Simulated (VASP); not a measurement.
Here is a VASP 6.6.1 calculation.

The input INCAR:

```
SYSTEM = ZnO
ALGO = Normal ; EDIFF = 1E-6
ENCUT = 520 ; GGA = PE
ISIF = 2 ; ISMEAR = 0
LASPH = .TRUE. ; LCHARG = .FALSE.
LREAL = .FALSE. ; LWAVE = .FALSE.
NBANDS = 26 ; NELM = 100
PREC = Accurate ; SIGMA = 0.05
```

The input KPOINTS:

```
k-points
0
G
  12 12 6
  0 0 0
```

POSCAR

```
ZnO
1.0
    3.1477877712      0.0000000000      0.0000000000
   -1.5738938856      2.7260641756      0.0000000000
    0.0000000000      0.0000000000      5.5451809197
Zn O
2 2
Direct
    0.3333333333      0.6666666667      0.0000000000
    0.6666666667      0.3333333333      0.5000000000
    0.3333333333      0.6666666667      0.3821000000
    0.6666666667      0.3333333333      0.8821000000
```

Potentials or basis: VASP PAW PBE potentials, release 64 (Zn, O).

Launch:

```console
$ cat potpaw_PBE.64/Zn/POTCAR potpaw_PBE.64/O/POTCAR > POTCAR
$ mpirun -np 1 vasp_std > vasp.out
```

Predict the largest force.

0.692 eV/Å.

What does it give for the pressure?

8.1 GPa.

Stress tensor (GPa, compression positive):
```
14.72  0.00  0.00
 0.00 14.72  0.00
 0.00  0.00 -5.10
```
